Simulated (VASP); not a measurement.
# Ba (P6/mmm) in VASP: further runs

Ba is run at these levels: PBEsol; tasks: single point, relaxation of cell and atoms.

Program: VASP 6.6.1. These are calculated values, not measurements. Logs are shortened: lines on timing, memory, paths and dates and some standing lists are left out, and cuts for length are marked.

## Step 1: The cell of the first run

It takes space group P6/mmm (No. 191, hexagonal). Conventional cell: a = 7.081 Å, b = 7.081 Å, c = 4.214 Å, α = 90.00°, β = 90.00°, γ = 120.00°. Ba (site symmetry 6/mmm) has 14 Ba at 4.21 to 4.60 Å within 5.5 Å. Ba (site symmetry -6m2) has 11 Ba at 4.09 to 4.60 Å within 5.4 Å.

This isn't the form of Ba at room conditions, which is bcc.

## Step 2: Single point, PBEsol (61.00 Å³/atom)

The input, INCAR:

```
SYSTEM = Ba
PREC = Accurate ; ENCUT = 520
EDIFF = 1E-6 ; ISMEAR = -1
SIGMA = 0.1 ; LREAL = .FALSE.
LASPH = .TRUE. ; NELM = 100
ALGO = Normal ; ISIF = 2
LWAVE = .FALSE. ; LCHARG = .FALSE.
GGA = PS ; NBANDS = 22
```

The input, KPOINTS:

```
Automatic mesh
0
G
  7 7 10
  0 0 0
```

The input, POSCAR:

```
Ba
1.0
    7.0806829207      0.0000000000      0.0000000000
   -3.5403414603      6.1320512855      0.0000000000
    0.0000000000      0.0000000000      4.2144845001
Ba
3
Direct
    0.0000000000      0.0000000000      1.0000000000
    0.3333333333      0.6666666667      0.5000000000
    0.6666666667      0.3333333333      0.5000000000
```

Potentials or basis: VASP PAW PBE potentials, release 64 (Ba_sv).

On the command line:

```
cat potpaw_PBE.64/Ba_sv/POTCAR > POTCAR
mpirun -np 1 vasp_std > vasp.out
```

OUTCAR:

```text
SYSTEM = Ba
   PREC = Accurate
   ENCUT = 520
   EDIFF = 1E-6
   ISMEAR = -1
   LREAL = .FALSE.
   LASPH = .TRUE.
   NELM = 100
   ISIF = 2
   GGA = PS

 ion  position               nearest neighbor table
   1  0.000  0.000  0.000-   2 4.60   3 4.60   2 4.60   3 4.60   3 4.60   3 4.60   2 4.60   2 4.60
                             3 4.60   3 4.60   2 4.60   2 4.60
   2  0.333  0.667  0.500-   3 4.09   3 4.09   3 4.09   1 4.60   1 4.60   1 4.60   1 4.60   1 4.60
                             1 4.60
   3  0.667  0.333  0.500-   2 4.09   2 4.09   2 4.09   1 4.60   1 4.60   1 4.60   1 4.60   1 4.60
                             1 4.60

  LATTYP: Found a hexagonal cell.
 ALAT       =     7.0806829207
 C/A-ratio  =     0.5952087598

  Lattice vectors:

 A1 = (   7.0806829207,   0.0000000000,   0.0000000000)
 A2 = (  -3.5403414603,   6.1320512855,   0.0000000000)
 A3 = (   0.0000000000,   0.0000000000,   4.2144845001)

Analysis of symmetry for initial positions (statically):
=====================================================================
 Subroutine PRICEL returns:
 Original cell was already a primitive cell.

 Routine SETGRP: Setting up the symmetry group for a
 hexagonal supercell.

 Subroutine GETGRP returns: Found 24 space group operations
 (whereof 24 operations were pure point group operations)
 out of a pool of 24 trial point group operations.

The static configuration has the point symmetry D_6h.

Analysis of symmetry for dynamics (positions and initial velocities):
=====================================================================
 Subroutine PRICEL returns:
 Original cell was already a primitive cell.

 Routine SETGRP: Setting up the symmetry group for a
 hexagonal supercell.

 Subroutine GETGRP returns: Found 24 space group operations
 (whereof 24 operations were pure point group operations)
 out of a pool of 24 trial point group operations.

The dynamic configuration has the point symmetry D_6h.

 Subroutine INISYM returns: Found 24 space group operations
 (whereof 24 operations are pure point group operations),
 and found     1 'primitive' translations

----------------------------------------------------------------------------------------

                                     Primitive cell

  volume of cell :     182.9892

  direct lattice vectors                    reciprocal lattice vectors
     7.080682921  0.000000000  0.000000000     0.141229315  0.081538783  0.000000000
    -3.540341460  6.132051286  0.000000000     0.000000000  0.163077566  0.000000000
     0.000000000  0.000000000  4.214484500     0.000000000  0.000000000  0.237276943

  length of vectors
     7.080682921  7.080682921  4.214484500     0.163077566  0.163077566  0.237276943

  position of ions in fractional coordinates (direct lattice)
     0.000000000  0.000000000  0.000000000
     0.333333333  0.666666667  0.500000000
     0.666666667  0.333333333  0.500000000

  ion indices of the primitive-cell ions
   primitive index   ion index
                 1           1
                 2           2
                 3           3

----------------------------------------------------------------------------------------

 KPOINTS: Automatic mesh

Automatic generation of k-mesh.
 Grid dimensions read from file:
 generate k-points for:    7    7   10

 Generating k-lattice:

  Cartesian coordinates                     Fractional coordinates (reciprocal lattice)
     0.020175616  0.011648398  0.000000000     0.142857143  0.000000000  0.000000000
     0.000000000  0.023296795  0.000000000     0.000000000  0.142857143  0.000000000
     0.000000000  0.000000000  0.023727694     0.000000000  0.000000000  0.100000000

  Length of vectors
     0.023296795  0.023296795  0.023727694

  Shift w.r.t. Gamma in fractional coordinates (k-lattice)
     0.000000000  0.000000000  0.000000000

 Subroutine IBZKPT returns following result:
 ===========================================

 Found     48 irreducible k-points:

 Following reciprocal coordinates:
            Coordinates               Weight
  0.000000  0.000000  0.000000      1.000000
  0.142857  0.000000  0.000000      6.000000
  0.285714  0.000000  0.000000      6.000000
  0.428571  0.000000  0.000000      6.000000
  0.142857  0.142857  0.000000      6.000000
  0.285714  0.142857  0.000000     12.000000
[... 16 lines left out ...]
  0.428571  0.142857  0.200000     12.000000
  0.285714  0.285714  0.200000     12.000000
 [... further k-points ...]
   k-points           NKPTS =     48   k-points in BZ     NKDIM =     48   number of bands    NBANDS=     22
   number of dos      NEDOS =    301   number of ions     NIONS =      3
   total plane-waves  NPLWV =  93312
   dimension x,y,z NGX =    54 NGY =   54 NGZ =   32
   dimension x,y,z NGXF=   108 NGYF=  108 NGZF=   64
   ions per type =               3
   NGX,Y,Z   is equivalent  to a cutoff of  12.68, 12.68, 12.62 a.u.
   NGXF,Y,Z  is equivalent  to a cutoff of  25.36, 25.36, 25.25 a.u.
 SYSTEM =  Ba
   PREC   = accura    normal or accurate (medium, high low for compatibility)
   ISTART =      0    job   : 0-new  1-cont  2-samecut
   ICHARG =      2    charge: 1-file 2-atom 10-const
   ISPIN  =      1    spin polarized calculation?
   LNONCOLLINEAR =      F non collinear calculations
   LSORBIT =      F    spin-orbit coupling
   LASPH  =      T    aspherical Exc in radial PAW
   ENCUT  =  520.0 eV  38.22 Ry    6.18 a.u.  13.17 13.17  7.84*2*pi/ulx,y,z
   NELM   =    100;   NELMIN=  2; NELMDL= -5     # of ELM steps
   EDIFF  = 0.1E-05   stopping-criterion for ELM
   LREAL  =      F    real-space projection
   EDIFFG = 0.1E-04   stopping-criterion for IOM
   NSW    =      0    number of steps for IOM
   IBRION =     -1    ionic relax: 0-MD 1-quasi-New 2-CG
   NFREE  =      0    steps in history (QN), initial steepest desc. (CG)
   ISIF   =      2    stress and relaxation
   ISYM   =      2    0-nonsym 1-usesym 2-fastsym
   POTIM  = 0.5000    time-step for ionic-motion
   TEBEG  =    0.0;   TEEND  =   0.0 temperature during run
   PSTRESS=    0.0 pullay stress
   NELECT =      30.0000    total number of electrons
   NUPDOWN=      -1.0000    fix difference up-down
   EMIN   =  10.00;   EMAX   =-10.00  energy-range for DOS
   EFERMI =   0.00;   METHOD = LEGACY
   ISMEAR =    -1;   SIGMA  =   0.10  broadening in eV -4-tet -1-fermi 0-gaus
   EFERMI_NEDOS =   21; number of points for ismear=-14 and -15
   IALGO  =     38    algorithm
   IMIX   =      4    mixing-type and parameters
     AMIX     =   0.40;   BMIX     =  1.00
     AMIX_MAG =   1.60;   BMIX_MAG =  1.00
  volume/ion in A,a.u.               =      61.00       411.62
  Fermi-wavevector in a.u.,A,eV,Ry     =   0.895997  1.693190 10.922913  0.802811
  Thomas-Fermi vector in A             =   2.018400
   LORBIT       =      0    0 simple, 1 ext, 2 COOP (PROOUT), +10 PAW based schemes
   GGA     = PS    functional components
   LHFCALC =     F    Hartree Fock is set to
   AEXX    =    0.0000 exact exchange contribution
   IVDW    =     0    specifies the selected vdW correction
   LEPSILON=     F    determine dielectric tensor
   LRPA    =     F    only Hartree local field effects (RPA)
 non-spin polarized calculation
  energy-cutoff  :      520.00
  volume of cell :      182.99
 maximum number of plane-waves:      4954
 NGX is ok and might be reduce to    54
   NGX = 27   NGY = 27   NGZ = 15

 number of electron      29.9999999 magnetization

 Free energy of the ion-electron system (eV)
  ---------------------------------------------------
  ext. energy  EPLUGINS =         0.00000000
  ---------------------------------------------------
  free energy    TOTEN  =        -6.37203820 eV

  energy without entropy =       -6.19145286  energy(sigma->0) =       -6.28174553

 E-fermi :   1.6586     XC(G=0):  -7.6078

 val. band max:        1.6239006570   @ k =   0.0000   0.0000   0.4000
 cond. band min:       1.6675345755   @ k =   0.1429   0.0000   0.3000
 fundamental gap:      0.0436339185
 Fermi energy:         1.6585527879

 k-point     1 :       0.0000    0.0000    0.0000
  band No.  band energies     occupation
      1     -27.1942      2.00000
      2     -27.1308      2.00000
      3     -27.0649      2.00000
      4     -12.5429      2.00000
      5     -12.5429      2.00000
      6     -12.3465      2.00000
[... 14 lines left out ...]
     21       3.8261      0.00000
     22       3.8261      0.00000

 k-point     2 :       0.1429    0.0000    0.0000
  band No.  band energies     occupation
      1     -27.1911      2.00000
      2     -27.1335      2.00000
      3     -27.0653      2.00000
      4     -12.5661      2.00000
      5     -12.5467      2.00000
      6     -12.3152      2.00000
[... 14 lines left out ...]
     21       3.6317      0.00000
     22       3.9506      0.00000

 k-point     3 :       0.2857    0.0000    0.0000
  band No.  band energies     occupation
      1     -27.1829      2.00000
      2     -27.1407      2.00000
      3     -27.0664      2.00000
      4     -12.6049      2.00000
      5     -12.5294      2.00000
      6     -12.2526      2.00000
[... 14 lines left out ...]
     21       3.2048      0.00000
     22       3.9612      0.00000

 k-point     4 :       0.4286    0.0000    0.0000
  band No.  band energies     occupation
      1     -27.1733      2.00000
      2     -27.1496      2.00000
      3     -27.0673      2.00000
      4     -12.6294      2.00000
      5     -12.4770      2.00000
      6     -12.3089      2.00000
[... 14 lines left out ...]
     21       3.0562      0.00000
     22       3.8456      0.00000

 k-point     5 :       0.1429    0.1429    0.0000
  band No.  band energies     occupation
      1     -27.1855      2.00000
      2     -27.1384      2.00000
      3     -27.0661      2.00000
      4     -12.5872      2.00000
      5     -12.5470      2.00000
      6     -12.2650      2.00000
[... 417 lines left out ...]
 k-point    22 :       0.2857    0.1429    0.2000
  band No.  band energies     occupation
      1     -27.1663      2.00000
      2     -27.1376      2.00000
      3     -27.0577      2.00000
      4     -12.5831      2.00000
      5     -12.4874      2.00000
      6     -12.3211      2.00000
[... 14 lines left out ...]
     21       3.3395      0.00000
     22       3.4245      0.00000

 k-point    23 :       0.4286    0.1429    0.2000
  band No.  band energies     occupation
      1     -27.1597      2.00000
      2     -27.1439      2.00000
      3     -27.0581      2.00000
      4     -12.5912      2.00000
      5     -12.4564      2.00000
      6     -12.3558      2.00000
[... 14 lines left out ...]
     21       3.3081      0.00000
     22       3.4371      0.00000

 k-point    24 :       0.2857    0.2857    0.2000
  band No.  band energies     occupation
      1     -27.1573      2.00000
      2     -27.1461      2.00000
      3     -27.0582      2.00000
      4     -12.5858      2.00000
      5     -12.4467      2.00000
      6     -12.3722      2.00000
[... 14 lines left out ...]
     21       3.1328      0.00000
     22       3.5158      0.00000

 [... further k-points ...]

------------------------ aborting loop because EDIFF is reached ----------------------------------------

  FORCE on cell =-STRESS in cart. coord.  units (eV):
  Direction    XX          YY          ZZ          XY          YZ          ZX
  --------------------------------------------------------------------------------------
  -------------------------------------------------------------------------------------
  Total       -0.3014925     -0.3014925     -0.3038158     -0.0000000      0.0000000      0.0000000
  in kB       -2.6397432     -2.6397432     -2.6600853     -0.0000000      0.0000000      0.0000000
  external PRESSURE =      -2.6465239 kB  Pullay stress =       0.0000000 kB

 VOLUME and BASIS-vectors are now :
 -----------------------------------------------------------------------------
  energy-cutoff  :      520.00
  volume of cell :      182.99
      direct lattice vectors                 reciprocal lattice vectors
     7.080682921  0.000000000  0.000000000     0.141229315  0.081538783  0.000000000
    -3.540341460  6.132051286  0.000000000     0.000000000  0.163077566  0.000000000
     0.000000000  0.000000000  4.214484500     0.000000000  0.000000000  0.237276943

 POSITION                                       TOTAL-FORCE (eV/Angst)
 -----------------------------------------------------------------------------------
      0.00000      0.00000      0.00000        -0.000000      0.000000     -0.000000
     -0.00000      4.08803      2.10724        -0.000000      0.000000     -0.000000
      3.54034      2.04402      2.10724         0.000000     -0.000000      0.000000
 -----------------------------------------------------------------------------------
    total drift:                               -0.000000      0.000000      0.000000

  FREE ENERGIE OF THE ION-ELECTRON SYSTEM (eV)
  ---------------------------------------------------
  free  energy   TOTEN  =        -6.3720382043 eV

  energy  without entropy=       -6.1914528617  energy(sigma->0) =       -6.28174553
```

It took 5.5 min on 1 thread of Oxide Virtual Turin-like, shared host; peak memory 0.34 GiB.

What came out:

| Quantity | Value |
| --- | --- |
| Free energy | -6.3720 eV |
| Pressure | -0.3 GPa |
| Band gap on the k mesh | zero (bands 15 and 16 overlap by 0.64 eV) |

Caveat: the PAW data sets were made with another functional, which shifts forces and pressure a little; spin-orbit coupling is left out, which moves the levels of the heavy elements.

[end of part 1 of 2]

The gap in the log of VASP goes by the Fermi energy; the results here count the filled bands.